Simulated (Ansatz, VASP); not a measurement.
Two plane-wave programs on Be2ZnTe2O

The input INCAR:

```
SYSTEM = Be2ZnTe2O
PREC = Accurate
ENCUT = 600
EDIFF = 1E-6
ISMEAR = 0
SIGMA = 0.1
LREAL = .False.
LASPH = .True.
NELM = 80
ALGO = Normal
ISIF = 3
LWAVE = .False.
LCHARG = .False.
GGA = PE
IBRION = 2
NSW = 90
EDIFFG = -0.04
```

File KPOINTS:

```
regular mesh
0
Gamma
  6 6 6
  0 0 0
```

The input POSCAR:

```
Be2ZnTe2O
1.0
   -2.0784943500      2.0784943500      5.4944008300
    2.0784943500     -2.0784943500      5.4944008300
    2.0784943500      2.0784943500     -5.4944008300
Be Zn Te O
2 1 2 1
Direct
    0.3525790000      0.3525790000      0.0000000000
    0.6474210000      0.6474210000      0.0000000000
    0.5000000000      0.5000000000      0.0000000000
    0.2500000000      0.7500000000      0.5000000000
    0.7500000000      0.2500000000      0.5000000000
    0.0000000000      0.0000000000      0.0000000000
```

Input for Ansatz:

```yaml
crystal:
  lattice:
    - [-2.07849435, 2.07849435, 5.49440083]
    - [2.07849435, -2.07849435, 5.49440083]
    - [2.07849435, 2.07849435, -5.49440083]
  atoms:
    - { symbol: Be, position: [0.352579, 0.352579, 0.0] }
    - { symbol: Be, position: [0.647421, 0.647421, 0.0] }
    - { symbol: Zn, position: [0.5, 0.5, 0.0] }
    - { symbol: Te, position: [0.25, 0.75, 0.5] }
    - { symbol: Te, position: [0.75, 0.25, 0.5] }
    - { symbol: O, position: [0.0, 0.0, 0.0] }
basis:
  ecutwfc: 420
kpoints:
  mp_grid: { grid: [6, 6, 6] }
hamiltonian:
  xc: pbe
scf:
  occupations: { method: gaussian, width: 0.1 }
  lower_state_search: "off"
output:
  forces: true
  stress: true
  eigenvalues: true
relax:
  adjacent_minimum: "off"
  f_tol: 0.04
  max_steps: 70
  cell: { stress_tol: 0.4 }
```

Change from the starting cell: species swapped into the CeB2Rh2C type (I4/mmm, No. 139).

Alike in both runs: task relaxation of cell and atoms; functional PBE; k mesh 6 × 6 × 6; occupations gaussian, width 0.1 eV; no spin polarisation.

|  | VASP | Ansatz |
| --- | --- | --- |
| version | VASP 6.6.1 | Ansatz 0.2.0 |
| potentials or method | VASP PAW PBE potentials, release 64 (Be, Zn, Te, O), cutoff 600 eV | scalar-relativistic, plane waves, PAW |
| valence electrons in the cell | 34 | 54 |

|  | VASP | Ansatz | Ansatz less VASP |
| --- | --- | --- | --- |
| gap on the k mesh at the Fermi level, each at its own relaxed structure (eV) | none | none | - |
| relaxed volume (Å³/atom) | 20.64 | 20.68 | +0.033 |
| relaxed cell length with the largest relative difference (Å) | 6.405 | 6.445 | +0.0396 |

A gap of «none» marks a metal or a gap that the smearing closes. VASP's potentials hold 34 valence electrons a cell and Ansatz's 54, so a difference there can come from the potentials and not from the codes.

Spin-orbit coupling is off throughout. Noted on VASP's run: the volume moved by over 15 % at a fixed basis, so the end points are rough.
